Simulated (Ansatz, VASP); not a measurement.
**KCl: VASP beside Ansatz**

```
K Cl
1.0
     0.00000    3.14647    3.14647
     3.14647    0.00000    3.14647
     3.14647    3.14647    0.00000
K Cl
1 1
Direct
  0.00000 0.00000 0.00000
  0.50000 0.50000 0.50000
```

Alike in both runs: task relaxation of cell and atoms; functional r2SCAN; k mesh 6 × 6 × 6; occupations gaussian, width 0.02 eV; no spin polarisation.

```csv
,VASP,Ansatz
version,VASP 6.6.1,Ansatz 0.2.0
potentials or method,"VASP PAW PBE potentials, release 64 (K_sv, Cl), cutoff 600 eV","scalar-relativistic, plane waves, PAW"
valence electrons in the cell,16,16
```

```tsv
	VASP	Ansatz	Ansatz less VASP
gap on the k mesh at the Fermi level, each at its own relaxed structure (eV)	5.83	5.83	-0.004
relaxed volume (Å³/atom)	31.15	31.15	0.000
relaxed cell length with the largest relative difference (Å)	4.450	4.450	0.0000
```

VASP's potentials were made for PBE, not for r2SCAN.

Noted on VASP's run: the relaxation stopped at its first step, so nothing moved.
